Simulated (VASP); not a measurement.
SbI2, 3 atoms in the cell. Symmetry: I4/mmm, No. 139, tetragonal system. Conventional cell: a = 4.651 Å, b = 4.651 Å, c = 9.721 Å, α = 90.00°, β = 90.00°, γ = 90.00°. Sb (site symmetry 4/mmm) has 10 I at 3.20 to 3.69 Å within 4.2 Å. I (site symmetry 4mm) has 5 Sb at 3.20 to 3.69 Å and 5 I at 3.33 to 3.63 Å within 4.2 Å. 

- Program: VASP 6.6.1
- Task: single point
- Functional: PBE
- Potentials or basis: VASP PAW PBE potentials, release 64 (Sb, I)
- Cutoff: 520 eV
- k mesh: 6 × 6 × 6
- Occupations: gaussian, width 0.1 eV
- Spin: no spin polarisation
- Dipole correction: no
- Further INCAR settings: ALGO = Normal; EDIFF = 1e-06; NBANDS = 16

Potentials or basis: VASP PAW PBE potentials, release 64 (Sb, I).

Command:

```console
$ cat potpaw_PBE.64/Sb/POTCAR potpaw_PBE.64/I/POTCAR > POTCAR
$ mpirun -np 1 vasp_std > vasp.out
```

Hardware: 1 thread of Intel(R) Xeon(R) 6975P-C (Granite Rapids), on a shared host.

Problem. How long does it take, and how much memory?

Solution. It took 34 s on 1 thread of Intel(R) Xeon(R) 6975P-C (Granite Rapids) (shared host), peak memory 0.33 GiB. Counts: scf iterations 12, k points 30.
